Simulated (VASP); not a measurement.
Runs of VASP 6.6.1 on Ta. The structure is that of space group Im-3m (No. 229), or close to it. The cells are those of the table. 

```csv
cell,gap on the mesh (eV),pressure (GPa)
"a = 2.860 Å, angles 109.5°, 1 atom",none,-0.8
"a = 2.817 Å, angles 109.5°, 1 atom",none,8.5
"a = 2.870 Å, angles 109.5°, 1 atom",none,-2.8
"a = 2.851 Å, angles 109.5°, 1 atom",none,(a)
```

Alike in all rows: task single point; level PBE+D3(BJ); potentials or basis VASP PAW PBE potentials, release 64 (Ta_pv); no spin polarisation; k mesh 8 × 8 × 8, shifted; cutoff (eV) 500; smearing methfessel-paxton 0.1 eV.

Task: Estimate the missing entries.

Result: (a) 1.0.

Caveats: three body term missing; spin-orbit coupling is left out, which moves the levels of the heavy elements; pairwise dispersion overbinds metals, which lowers pressure and volume.

A k mesh can miss the band edges, and the runs leave out spin-orbit coupling on Ta.

A gap of «none» marks levels without a gap at the run's occupations.
